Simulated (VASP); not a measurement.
# Si16H7CCl4F in VASP: single point with PBE+D3(BJ)

Aim: the single point of Si16H7CCl4F with PBE+D3(BJ).

Everything below comes from runs of VASP 6.6.1. Logs are shortened: lines on timing, memory, paths and dates and some standing lists are left out, and cuts for length are marked.

## 1. The cell of the first run

The cell holds a slab with vacuum, 29 atoms: a = 7.667 Å, b = 5.422 Å, c = 28.373 Å, α = 90.00°, β = 90.00°, γ = 90.00°.

## 2. Single point, PBE+D3(BJ)

Input file INCAR:

```
PREC = Accurate
ENCUT = 520
EDIFF = 1E-6
ISMEAR = 0
SIGMA = 0.05
LREAL = Auto
LASPH = True
NELM = 80
ALGO = Normal
ISIF = 2
LWAVE = False
LCHARG = False
LDIPOL = True
IDIPOL = 3
DIPOL = 0.5 0.5 0.479
GGA = PE
IVDW = 12
NBANDS = 75
```

Input file KPOINTS:

```
Automatic mesh
0
Gamma
  2 3 1
```

Input file POSCAR:

```
Si16H7CCl4F
1.0
    7.6671877233      0.0000000000      0.0000000000
    0.0000000000      5.4215204318      0.0000000000
    0.0000000000      0.0000000000     28.3729680262
Si Cl H C F
16 4 7 1 1
Direct
    0.2500000000      0.0000000000      0.3416569655
    0.7500000000      0.0000000000      0.3416569655
    0.5000000000      0.2500000000      0.3416569655
    0.0000000000      0.2500000000      0.3416569655
    0.5000000000      0.5000000000      0.4092141181
    0.0000000000      0.5000000000      0.4092141181
    0.7500000000      0.7500000000      0.4092141181
    0.2500000000      0.7500000000      0.4092141181
    0.7501875745      0.0012844196      0.4760798129
    0.2501651851      0.0016448438      0.4760469373
    0.0001109591      0.2484188092      0.4759785395
    0.5002373311      0.2484127492      0.4760436336
    0.0003395619      0.5008514719      0.5431048641
    0.5002508886      0.5016908715      0.5431144199
    0.2500550209      0.7487452793      0.5431542818
    0.7504888014      0.7488637881      0.5432844023
    0.2499863452      0.8568481282      0.2746966612
    0.7500333130      0.8568338118      0.2746959073
    0.5000216799      0.3927222130      0.2746561631
   -0.0000046438      0.3925748572      0.2746396167
    0.0011247715      0.3364278165      0.5857327751
    0.4997785855      0.3381866157      0.5859514615
    0.2498575380      0.9114519191      0.5860768933
    0.7506348740      0.9123708690      0.5860770647
   -0.1007474629      0.5902871065      0.6594510527
   -0.3304448814      0.5251615146      0.6555412780
   -0.2252140999      0.5371949393      0.7123109290
   -0.2096677696      0.4871531222      0.6750579425
   -0.1736186660      0.2342773411      0.6720954748
```

Potentials or basis: VASP PAW PBE potentials, release 64 (Si, Cl, H, C, F).

Run with:

```
> cat potpaw_PBE.64/Si/POTCAR potpaw_PBE.64/Cl/POTCAR potpaw_PBE.64/H/POTCAR potpaw_PBE.64/C/POTCAR potpaw_PBE.64/F/POTCAR > POTCAR
> mpirun -np 1 vasp_std > vasp.out
```

OUTCAR:

```text
PREC = Accurate
   ENCUT = 520
   EDIFF = 1E-6
   ISMEAR = 0
   LREAL = Auto
   LASPH = True
   NELM = 80
   ISIF = 2
   GGA = PE
   IVDW = 12
 IVDW          = 12

 ion  position               nearest neighbor table
   1  0.250  0.000  0.342-  17 2.05   8 2.35   3 2.35   4 2.35
   2  0.750  0.000  0.342-  18 2.05   7 2.35   3 2.35   4 2.35
   3  0.500  0.250  0.342-  19 2.05   5 2.35   1 2.35   2 2.35
   4  0.000  0.250  0.342-  20 2.05   6 2.35   1 2.35   2 2.35
   5  0.500  0.500  0.409-  12 2.34   3 2.35   8 2.35   7 2.35
   6  0.000  0.500  0.409-  11 2.33   4 2.35   8 2.35   7 2.35
[... 8 lines left out ...]
  15  0.250  0.749  0.543-  23 1.50  13 2.34  14 2.34  10 2.35
  16  0.750  0.749  0.543-  24 1.50  14 2.34  13 2.34   9 2.35
  17  0.250  0.857  0.275-   1 2.05
  18  0.750  0.857  0.275-   2 2.05
  19  0.500  0.393  0.275-   3 2.05
  20  1.000  0.393  0.275-   4 2.05
  21  0.001  0.336  0.586-  13 1.50
  22  0.500  0.338  0.586-  14 1.50
  23  0.250  0.911  0.586-  15 1.50
  24  0.751  0.912  0.586-  16 1.50
  25  0.899  0.590  0.659-  28 1.10
  26  0.670  0.525  0.656-  28 1.10
  27  0.775  0.537  0.712-  28 1.10
  28  0.790  0.487  0.675-  27 1.10  25 1.10  26 1.10  29 1.40
  29  0.826  0.234  0.672-  28 1.40

  LATTYP: Found a simple orthorhombic cell.
 ALAT       =     5.4215204318
 B/A-ratio  =     1.4142135624
 C/A-ratio  =     5.2333968641

  Lattice vectors:

 A1 = (   0.0000000000,  -5.4215204318,   0.0000000000)
 A2 = (   7.6671877233,   0.0000000000,   0.0000000000)
 A3 = (   0.0000000000,   0.0000000000,  28.3729680262)

Analysis of symmetry for initial positions (statically):
=====================================================================
 Subroutine PRICEL returns:
 Original cell was already a primitive cell.

 Routine SETGRP: Setting up the symmetry group for a
 simple orthorhombic supercell.

 Subroutine GETGRP returns: Found  1 space group operations
 (whereof  1 operations were pure point group operations)
 out of a pool of  8 trial point group operations.

The static configuration has the point symmetry C_1 .

Analysis of symmetry for dynamics (positions and initial velocities):
=====================================================================
 Subroutine PRICEL returns:
 Original cell was already a primitive cell.

 Routine SETGRP: Setting up the symmetry group for a
 simple orthorhombic supercell.

 Subroutine GETGRP returns: Found  1 space group operations
 (whereof  1 operations were pure point group operations)
 out of a pool of  8 trial point group operations.

The dynamic configuration has the point symmetry C_1 .

 Subroutine INISYM returns: Found  1 space group operations
 (whereof  1 operations are pure point group operations),
 and found     1 'primitive' translations

----------------------------------------------------------------------------------------

                                     Primitive cell

  volume of cell :    1179.4023

  direct lattice vectors                    reciprocal lattice vectors
     7.667187723  0.000000000  0.000000000     0.130425918  0.000000000  0.000000000
     0.000000000  5.421520432  0.000000000     0.000000000  0.184450103  0.000000000
     0.000000000  0.000000000 28.372968026     0.000000000  0.000000000  0.035244815

  length of vectors
     7.667187723  5.421520432 28.372968026     0.130425918  0.184450103  0.035244815

  position of ions in fractional coordinates (direct lattice)
     0.250000000  0.000000000  0.341656966
     0.750000000  0.000000000  0.341656966
     0.500000000  0.250000000  0.341656966
     0.000000000  0.250000000  0.341656966
     0.500000000  0.500000000  0.409214118
     0.000000000  0.500000000  0.409214118
[... 21 lines left out ...]
     0.790332230  0.487153122  0.675057942
     0.826381334  0.234277341  0.672095475

  ion indices of the primitive-cell ions
   primitive index   ion index
                 1           1
                 2           2
                 3           3
                 4           4
                 5           5
                 6           6
[... 21 lines left out ...]
                28          28
                29          29

----------------------------------------------------------------------------------------

 KPOINTS: Automatic mesh

Automatic generation of k-mesh.
 Grid dimensions read from file:
 generate k-points for:    2    3    1

 Generating k-lattice:

  Cartesian coordinates                     Fractional coordinates (reciprocal lattice)
     0.065212959  0.000000000  0.000000000     0.500000000  0.000000000  0.000000000
     0.000000000  0.061483368  0.000000000     0.000000000  0.333333333  0.000000000
     0.000000000  0.000000000  0.035244815     0.000000000  0.000000000  1.000000000

  Length of vectors
     0.065212959  0.061483368  0.035244815

  Shift w.r.t. Gamma in fractional coordinates (k-lattice)
     0.000000000  0.000000000  0.000000000

 Subroutine IBZKPT returns following result:
 ===========================================

 Found      4 irreducible k-points:

 Following reciprocal coordinates:
            Coordinates               Weight
  0.000000  0.000000  0.000000      1.000000
  0.500000  0.000000  0.000000      1.000000
  0.000000  0.333333  0.000000      2.000000
  0.500000  0.333333  0.000000      2.000000
   k-points           NKPTS =      4   k-points in BZ     NKDIM =      4   number of bands    NBANDS=     75
   number of dos      NEDOS =    301   number of ions     NIONS =     29
   total plane-waves  NPLWV = 518400
   dimension x,y,z NGX =    60 NGY =   40 NGZ =  216
   dimension x,y,z NGXF=   120 NGYF=   80 NGZF=  432
   ions per type =              16   4   7   1   1
   NGX,Y,Z   is equivalent  to a cutoff of  13.01, 12.27, 12.66 a.u.
   NGXF,Y,Z  is equivalent  to a cutoff of  26.02, 24.53, 25.31 a.u.
 SYSTEM =  unknown system
   PREC   = accura    normal or accurate (medium, high low for compatibility)
   ISTART =      0    job   : 0-new  1-cont  2-samecut
   ICHARG =      2    charge: 1-file 2-atom 10-const
   ISPIN  =      1    spin polarized calculation?
   LNONCOLLINEAR =      F non collinear calculations
   LSORBIT =      F    spin-orbit coupling
   LASPH  =      T    aspherical Exc in radial PAW
   ENCUT  =  520.0 eV  38.22 Ry    6.18 a.u.  14.26 10.08 52.75*2*pi/ulx,y,z
   NELM   =     80;   NELMIN=  2; NELMDL= -5     # of ELM steps
   EDIFF  = 0.1E-05   stopping-criterion for ELM
   LREAL  =      T    real-space projection
   EDIFFG = 0.1E-04   stopping-criterion for IOM
   NSW    =      0    number of steps for IOM
   IBRION =     -1    ionic relax: 0-MD 1-quasi-New 2-CG
   NFREE  =      0    steps in history (QN), initial steepest desc. (CG)
   ISIF   =      2    stress and relaxation
   ISYM   =      2    0-nonsym 1-usesym 2-fastsym
   POTIM  = 0.5000    time-step for ionic-motion
   TEBEG  =    0.0;   TEEND  =   0.0 temperature during run
   PSTRESS=    0.0 pullay stress
   NELECT =     110.0000    total number of electrons
   NUPDOWN=      -1.0000    fix difference up-down
   EMIN   =  10.00;   EMAX   =-10.00  energy-range for DOS
   EFERMI =   0.00;   METHOD = LEGACY
   ISMEAR =     0;   SIGMA  =   0.05  broadening in eV -4-tet -1-fermi 0-gaus
   EFERMI_NEDOS =   21; number of points for ismear=-14 and -15
   IALGO  =     38    algorithm
   IMIX   =      4    mixing-type and parameters
     AMIX     =   0.40;   BMIX     =  1.00
     AMIX_MAG =   1.60;   BMIX_MAG =  1.00
  volume/ion in A,a.u.               =      40.67       274.45
  Fermi-wavevector in a.u.,A,eV,Ry     =   0.742424  1.402977  7.499432  0.551193
  Thomas-Fermi vector in A             =   1.837299
   LORBIT       =      0    0 simple, 1 ext, 2 COOP (PROOUT), +10 PAW based schemes
   GGA     = PE    functional components
   LHFCALC =     F    Hartree Fock is set to
   AEXX    =    0.0000 exact exchange contribution
   IVDW    =    12    specifies the selected vdW correction
   LEPSILON=     F    determine dielectric tensor
   LRPA    =     F    only Hartree local field effects (RPA)
 non-spin polarized calculation
 Gauss-broadening in eV      SIGMA  =   0.05
  energy-cutoff  :      520.00
  volume of cell :     1179.40
 maximum number of plane-waves:     31798
 NGX is ok and might be reduce to    60
   NGX = 29   NGY = 21   NGZ =105

 number of electron     110.0000011 magnetization

 dipolmoment           0.000000      0.000000     -0.292896 electrons x Angstroem

 Free energy of the ion-electron system (eV)
  ---------------------------------------------------
  ext. energy  EPLUGINS =         0.00000000
  ---------------------------------------------------
  free energy    TOTEN  =      -135.57597589 eV

  energy without entropy =     -135.57597589  energy(sigma->0) =     -135.57597589

 E-fermi :  -1.0007     XC(G=0):  -4.1309

 val. band max:       -1.2271638091   @ k =   0.0000   0.0000   0.0000
 cond. band min:      -0.2330773420   @ k =   0.0000   0.0000   0.0000
 fundamental gap:      0.9940864672
 Fermi energy:        -1.0007464587

 k-point     1 :       0.0000    0.0000    0.0000
  band No.  band energies     occupation
      1     -26.5008      2.00000
      2     -17.2936      2.00000
      3     -16.7729      2.00000
      4     -16.7715      2.00000
      5     -16.4505      2.00000
      6     -13.9816      2.00000
[... 59 lines left out ...]
     66       1.7173      0.00000
     67       1.7195      0.00000

 k-point     2 :       0.5000    0.0000    0.0000
  band No.  band energies     occupation
      1     -26.5008      2.00000
      2     -17.1263      2.00000
      3     -17.1254      2.00000
      4     -16.5196      2.00000
      5     -16.5186      2.00000
      6     -13.9814      2.00000
[... 59 lines left out ...]
     66       2.2194      0.00000
     67       2.2270      0.00000

 k-point     3 :       0.0000    0.3333    0.0000
  band No.  band energies     occupation
      1     -26.5004      2.00000
      2     -17.1052      2.00000
      3     -16.7663      2.00000
      4     -16.7649      2.00000
      5     -16.6860      2.00000
      6     -14.0057      2.00000
[... 59 lines left out ...]
     66       1.7392      0.00000
     67       1.9439      0.00000

 k-point     4 :       0.5000    0.3333    0.0000
  band No.  band energies     occupation
      1     -26.5004      2.00000
      2     -16.9835      2.00000
      3     -16.9826      2.00000
      4     -16.6804      2.00000
      5     -16.6793      2.00000
      6     -14.0056      2.00000
[... 59 lines left out ...]
     66       2.4492      0.00000
     67       2.4668      0.00000
 [bands above 67 left out]

------------------------ aborting loop because EDIFF is reached ----------------------------------------

 vacuum level on the upper side and lower side of the slab       (xc-potential included)        -0.727         0.536

 Edisp (eV)   -5.04955

 E8    (eV) :    -2.0484

  FORCE on cell =-STRESS in cart. coord.  units (eV):
  Direction    XX          YY          ZZ          XY          YZ          ZX
  --------------------------------------------------------------------------------------
  -------------------------------------------------------------------------------------
  Total       5.86142     7.51433    -2.22261    -0.07791     0.01205    -0.06099
  in kB       7.96254    10.20796    -3.01934    -0.10583     0.01637    -0.08285
  external pressure =        5.05 kB  Pullay stress =        0.00 kB

 VOLUME and BASIS-vectors are now :
 -----------------------------------------------------------------------------
  energy-cutoff  :      520.00
  volume of cell :     1179.40
      direct lattice vectors                 reciprocal lattice vectors
     7.667187723  0.000000000  0.000000000     0.130425918  0.000000000  0.000000000
     0.000000000  5.421520432  0.000000000     0.000000000  0.184450103  0.000000000
     0.000000000  0.000000000 28.372968026     0.000000000  0.000000000  0.035244815

 POSITION                                       TOTAL-FORCE (eV/Angst)
 -----------------------------------------------------------------------------------
      1.91680      0.00000      9.69382         0.000282      0.557743      0.156149
      5.75039      0.00000      9.69382         0.000571      0.556858      0.157278
      3.83359      1.35538      9.69382         0.000918     -0.560371      0.152689
      0.00000      1.35538      9.69382        -0.000020     -0.555253      0.151411
      3.83359      2.71076     11.61062         0.003387      0.262103     -0.191033
      0.00000      2.71076     11.61062        -0.001239      0.264010     -0.204165
[... 21 lines left out ...]
      6.05963      2.64111     19.15340        -0.058901      0.287915      0.006377
      6.33602      1.27014     19.06934         0.058652     -0.295873     -0.021043
 -----------------------------------------------------------------------------------
    total drift:                                0.000349      0.003073     -0.019261

  FREE ENERGIE OF THE ION-ELECTRON SYSTEM (eV)
  ---------------------------------------------------
  free  energy   TOTEN  =      -140.6255282362 eV

  energy  without entropy=     -140.6255282362  energy(sigma->0) =     -140.62552824

 vacuum level on the upper side and lower side of the slab         3.072         4.354
```

Run time: 15 min. Hardware: 1 thread of Intel Xeon Platinum 8488C (Sapphire Rapids), shared host; peak memory 1.1 GiB.

What came out:

```yaml
Free_energy: -140.6255 eV
Largest_force: 0.581 eV/Å
Band_gap_on_the_k_mesh: 0.99 eV
Dispersion_energy_per_atom: -0.174 eV
```

Forces in eV/Å, atoms in the order of the input:
```
Si   0.000  0.558  0.156
Si   0.001  0.557  0.157
Si   0.001 -0.560  0.153
Si   0.000 -0.555  0.151
Si   0.003  0.262 -0.191
Si  -0.001  0.264 -0.204
Si   0.000 -0.262 -0.190
Si   0.003 -0.261 -0.186
Si  -0.001 -0.003 -0.001
Si  -0.001 -0.003  0.000
Si  -0.001  0.001  0.001
Si   0.000  0.002  0.001
Si   0.001 -0.003 -0.002
Si   0.001 -0.003 -0.001
Si   0.000  0.003  0.002
Si   0.001  0.007  0.001
Cl   0.000  0.012  0.046
Cl   0.000  0.013  0.047
Cl   0.000 -0.013  0.047
Cl   0.000 -0.013  0.047
H    0.001  0.005 -0.008
H   -0.001  0.006 -0.008
H    0.001 -0.006 -0.007
H   -0.001 -0.007 -0.009
H    0.002  0.000  0.000
H   -0.003  0.002 -0.002
H   -0.004  0.006  0.015
C   -0.059  0.288  0.006
F    0.059 -0.296 -0.021
```
